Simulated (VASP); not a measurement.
# NaCl (Cmmm) in VASP: further runs, part 2 of 2

VASP 6.6.1.

**3. Single point, r2SCAN (shear xy strain +3.6%)**

Contents of POSCAR:

```
NaCl
1.0
    3.4595457890      0.0631367106      0.0000000000
    0.0631367106      3.4595457890      0.0000000000
    0.0000000000      0.0000000000      3.4595457890
Na Cl
1 1
Direct
    0.0000000000      0.0000000000      0.0000000000
    0.5000000000      0.5000000000      0.5000000000
```

Contents of INCAR.step1:

```
SYSTEM = NaCl
PREC = Accurate
ENCUT = 520
ISMEAR = 0
SIGMA = 0.01
LREAL = .False.
LASPH = .True.
NELM = 100
NBANDS = 14
GGA = PE
ALGO = Normal
EDIFF = 1E-4
LWAVE = .True.
LCHARG = .False.
```

Contents of INCAR.step2:

```
SYSTEM = NaCl
PREC = Accurate
ENCUT = 520
EDIFF = 1E-7
ISMEAR = 0
SIGMA = 0.01
LREAL = .False.
LASPH = .True.
NELM = 100
ALGO = Normal
ISIF = 2
LWAVE = .False.
LCHARG = .True.
METAGGA = R2SCAN
LMIXTAU = .True.
LELF = .True.
LVHAR = .True.
NBANDS = 14
ISTART = 1
```

Contents of KPOINTS:

```
Automatic mesh
0
Gamma
  8 8 8
  0 0 0
```

Potentials or basis: VASP PAW PBE potentials, release 64 (Na_pv, Cl).

The run is started by

```
$ cat potpaw_PBE.64/Na_pv/POTCAR potpaw_PBE.64/Cl/POTCAR > POTCAR
$ cp INCAR.step1 INCAR
$ mpirun -np 1 vasp_std > vasp.out
$ cp INCAR.step2 INCAR
$ mpirun -np 1 vasp_std > vasp.out
```

OUTCAR:

```text
SYSTEM = NaCl
   PREC = Accurate
   ENCUT = 520
   EDIFF = 1E-7
   ISMEAR = 0
   LREAL = .False.
   LASPH = .True.
   NELM = 100
   ISIF = 2
   METAGGA = R2SCAN
   ISTART = 1

 ion  position               nearest neighbor table
   1  0.000  0.000  0.000-
   2  0.500  0.500  0.500-

  LATTYP: Found a base centered orthorhombic cell.
 ALAT       =     4.8032477820
 B/A-ratio  =     1.0371785077
 C/A-ratio  =     0.7202513687

  Lattice vectors:

 A1 = (  -0.0631367106,  -3.4595457890,   0.0000000000)
 A2 = (   3.4595457890,   0.0631367106,   0.0000000000)
 A3 = (   0.0000000000,   0.0000000000,   3.4595457890)

Analysis of symmetry for initial positions (statically):
=====================================================================
 Subroutine PRICEL returns:
 Original cell was already a primitive cell.

 Routine SETGRP: Setting up the symmetry group for a
 base centered orthorhombic supercell.

 Subroutine GETGRP returns: Found  8 space group operations
 (whereof  8 operations were pure point group operations)
 out of a pool of  8 trial point group operations.

[... 176 lines left out ...]
      5      -0.2913      2.00000
      6      -0.2398      2.00000
      7      -0.1844      2.00000
      8       5.2518      0.00000
      9       9.4365      0.00000
     10       9.4484      0.00000
     11      16.9587      0.00000
     12      17.0169      0.00000
     13      17.2444      0.00000
     14      17.3422      0.00000
[... 377 lines left out ...]
      1     -22.5151      2.00000
      2     -22.4975      2.00000
      3     -22.4907      2.00000
      4     -13.5574      2.00000
      5      -1.6638      2.00000
      6      -0.5544      2.00000
      7      -0.0804      2.00000
      8       6.9888      0.00000
      9      10.2497      0.00000
     10      10.7307      0.00000
     11      13.4241      0.00000
     12      14.3787      0.00000
     13      16.2497      0.00000
     14      16.9976      0.00000

 [... further k-points ...]

------------------------ aborting loop because EDIFF is reached ----------------------------------------

  FORCE on cell =-STRESS in cart. coord.  units (eV):
  Direction    XX          YY          ZZ          XY          YZ          ZX
  --------------------------------------------------------------------------------------
  -------------------------------------------------------------------------------------
  Total       -0.0441384     -0.0441384     -0.0607075      0.0153268      0.0000000      0.0000000
  in kB       -1.7084981     -1.7084981     -2.3498518      0.5932646      0.0000000      0.0000000
  external PRESSURE =      -1.9222826 kB  Pullay stress =       0.0000000 kB

 VOLUME and BASIS-vectors are now :
 -----------------------------------------------------------------------------
  energy-cutoff  :      520.00
  volume of cell :       41.39
      direct lattice vectors                 reciprocal lattice vectors
     3.459545789  0.063136711  0.000000000     0.289151592 -0.005277017  0.000000000
     0.063136711  3.459545789  0.000000000    -0.005277017  0.289151592  0.000000000
     0.000000000  0.000000000  3.459545789     0.000000000  0.000000000  0.289055287

 POSITION                                       TOTAL-FORCE (eV/Angst)
 -----------------------------------------------------------------------------------
      0.00000      0.00000      0.00000         0.000000      0.000000      0.000000
      1.76134      1.76134      1.72977        -0.000000     -0.000000      0.000000
 -----------------------------------------------------------------------------------
    total drift:                               -0.000000      0.000000      0.000000

  FREE ENERGIE OF THE ION-ELECTRON SYSTEM (eV)
  ---------------------------------------------------
  free  energy   TOTEN  =       -13.4660844325 eV

  energy  without entropy=      -13.4660844325  energy(sigma->0) =      -13.46608443
```

OUTCAR.step1:

```text
SYSTEM = NaCl
   PREC = Accurate
   ENCUT = 520
   ISMEAR = 0
   LREAL = .False.
   LASPH = .True.
[... 632 lines left out ...]
      0.00000      0.00000      0.00000         0.000000      0.000000      0.000000
      1.76134      1.76134      1.72977        -0.000000     -0.000000      0.000000
 -----------------------------------------------------------------------------------
    total drift:                               -0.000000      0.000000      0.000000

  FREE ENERGIE OF THE ION-ELECTRON SYSTEM (eV)
  ---------------------------------------------------
  free  energy   TOTEN  =        -6.4628985697 eV

  energy  without entropy=       -6.4628985697  energy(sigma->0) =       -6.46289857
```

OSZICAR.step1:

```text
N       E                     dE             d eps       ncg     rms          rms(c)
DAV:   1     0.101719246251E+03    0.10172E+03   -0.70635E+03  2964   0.103E+03
DAV:   2     0.131273221208E+01   -0.10041E+03   -0.91400E+02  3336   0.279E+02
DAV:   3    -0.658935486661E+01   -0.79021E+01   -0.78526E+01  3726   0.715E+01
DAV:   4    -0.670803920191E+01   -0.11868E+00   -0.11865E+00  3390   0.938E+00
DAV:   5    -0.671057367794E+01   -0.25345E-02   -0.25344E-02  3874   0.141E+00    0.235E+00
DAV:   6    -0.649184535338E+01    0.21873E+00   -0.29379E-01  3768   0.342E+00    0.167E+00
DAV:   7    -0.646289962751E+01    0.28946E-01   -0.91011E-02  4082   0.184E+00    0.115E+00
DAV:   8    -0.646307390325E+01   -0.17428E-03   -0.10670E-02  3192   0.941E-01    0.432E-01
DAV:   9    -0.646283138905E+01    0.24251E-03   -0.46740E-04  3774   0.163E-01    0.192E-01
DAV:  10    -0.646289856970E+01   -0.67181E-04   -0.22212E-04  3270   0.113E-01
   1 F= -.64628986E+01 E0= -.64628986E+01  d E =-.297495E-27
```

Wall time 2.7 min (1 thread of Intel Xeon 6975P-C (Granite Rapids), shared host); peak memory 0.18 GiB.

What came out:

| Item | Value |
| --- | --- |
| Free energy | -13.4661 eV |
| Pressure | -0.2 GPa |
| Band gap on the k mesh | 4.96 eV, indirect (least direct gap 5.44 eV) |

Stress tensor (GPa, compression positive):
```
-0.17  0.06  0.00
 0.06 -0.17  0.00
 0.00  0.00 -0.23
```

Caveat: the cell differs from its parent crystal (shear xy strain +3.6%); the PAW data sets were made with another functional, which shifts forces and pressure a little. A k mesh can miss the band edges.
